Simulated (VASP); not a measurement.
Set up this calculation in VASP 6.6.1, as the native input.

```yaml
Task: relaxation of cell and atoms
Functional: PBE
Potentials_or_basis: VASP PAW PBE potentials, release 64 (Ta_pv, O)
Cutoff: 600 eV
k_mesh: 4 × 4 × 4
Occupations: gaussian, width 0.1 eV
Spin: no spin polarisation
Dipole_correction: no
Further_INCAR_settings: ALGO = Normal; EDIFF = 1e-07; IBRION = 2; EDIFFG = -0.04; NSW = 90; ISIF = 3
```

The structure of Ta4O lies in POSCAR:

```
Ta4O
1.0
   -2.8252759000      2.8252759000      2.8252759000
    2.8252759000     -2.8252759000      2.8252759000
    2.8252759000      2.8252759000     -2.8252759000
Ta O
4 1
Direct
    0.5000000000      0.5000000000      0.5000000000
    0.0000000000      0.0000000000      0.5000000000
    0.0000000000      0.5000000000      0.0000000000
    0.5000000000      0.0000000000      0.0000000000
    0.0000000000      0.0000000000      0.0000000000
```

These files were run (other wordings do the same):

INCAR

```
PREC = Accurate ; ENCUT = 600
EDIFF = 1E-7 ; ISMEAR = 0
SIGMA = 0.1 ; LREAL = F
LASPH = T ; NELM = 100
ALGO = Normal ; ISIF = 3
LWAVE = F ; LCHARG = F
GGA = PE ; IBRION = 2
NSW = 90 ; EDIFFG = -0.04
```

KPOINTS

```
Automatic mesh
0
Gamma
  4 4 4
```

Potentials or basis: VASP PAW PBE potentials, release 64 (Ta_pv, O).

Run with:

```sh
$ cat potpaw_PBE.64/Ta_pv/POTCAR potpaw_PBE.64/O/POTCAR > POTCAR
$ mpirun -np 1 vasp_std > vasp.out
```

Results of the run:

| Property | Result |
| --- | --- |
| Relaxed volume | 16.94 Å³/atom |
| Relaxed cell | a = 4.792 Å, b = 4.792 Å, c = 4.792 Å, α = 109.47°, β = 109.47°, γ = 109.47° |
| Space group after relaxing (to 0.05 Å) | Im-3m (No. 229) |
| Energy gained by relaxing | 32.9 meV/atom |
| Ionic steps | 3 |
| Pressure after relaxing | -0.2 GPa |
| Band gap on the k mesh | zero (band 25 reaches 6.09 eV, above the bottom of band 26 at 5.18 eV) |

Caveat: the k points lie up to 0.40 Å⁻¹ apart in the final cell; spin-orbit coupling is left out, which moves the levels of the heavy elements.

Wall time 110 s on 1 thread of Intel Xeon 6975P-C (shared host), peak memory 0.25 GiB.
